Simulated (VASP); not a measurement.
Set up this calculation in VASP 6.6.1, as the native input.

```
Task                   : single point
Functional             : PBE
Potentials or basis    : VASP PAW PBE potentials, release 64 (Ho_3, Si, I), 4f in core
Cutoff                 : 500 eV
k mesh                 : 6 × 6 × 6
Occupations            : gaussian, width 0.1 eV
Spin                   : no spin polarisation
Dipole correction      : no
Further INCAR settings : ALGO = Normal; EDIFF = 1e-06; NBANDS = 30
```

The structure of HoSiI4 lies in POSCAR:

```
HoSiI4
1.0
    4.6728881517      2.6978932323      3.3559353212
   -4.6728881517      2.6978932323      3.3559353212
    0.0000000000     -5.3957864645      3.3559353212
Ho Si I
1 1 4
Direct
    0.3314352482      0.3314352482      0.3314352482
    0.0589454764      0.0589454764      0.0589454764
    0.3411831204      0.8005704242      0.3411831204
    0.3411831204      0.3411831204      0.8005704242
    0.8005704242      0.3411831204      0.3411831204
    0.8171858205      0.8171858205      0.8171858205
```

The cell was generated, and may not be a known phase.

The input as run:

INCAR

```
ALGO     = Normal         # electronic algorithm
EDIFF    = 1E-6           # SCF threshold, eV
ENCUT    = 500            # plane-wave cutoff, eV
GGA      = PE             # functional
GGA_COMPAT= F            
ISIF     = 2              # what is computed and relaxed
ISMEAR   = 0              # smearing method
LASPH    = T              # aspherical terms in the spheres
LCHARG   = F              # write CHGCAR
LMAXMIX  = 6              # l up to which the mixer works
LREAL    = F              # projectors in reciprocal space
LWAVE    = F              # write WAVECAR
NBANDS   = 30             # bands
NELM     = 200            # most SCF steps
PREC     = Accurate       # precision mode
SIGMA    = 0.1            # smearing width, eV
```

KPOINTS

```
k-points
0
Gamma
  6 6 6
```

Potentials or basis: VASP PAW PBE potentials, release 64 (Ho_3, Si, I), 4f in core.

Command:

```console
$ cat potpaw_PBE.64/Ho_3/POTCAR potpaw_PBE.64/Si/POTCAR potpaw_PBE.64/I/POTCAR > POTCAR
$ mpirun -np 1 vasp_std > vasp.out
```

It gave:

The pressure is 0.0 GPa, the largest force is 0.031 eV/Å and the band gap on the k mesh is zero (an odd number of electrons rules out a gap without spin polarisation).

Caveat: spin-orbit coupling is left out, which moves the levels of the heavy elements; the 4f electrons are frozen in the core, so they carry no moment and show no levels; an odd number of electrons without spin polarisation forces a metal; a magnetic or distorted state may lie lower; the run has no spin polarisation, though such a crystal can be magnetic.

Run time: 3 min on 1 thread of Intel(R) Xeon(R) Platinum 8259CL CPU @ 2.50GHz (Skylake/Cascade Lake) (shared host), peak memory 0.45 GiB.
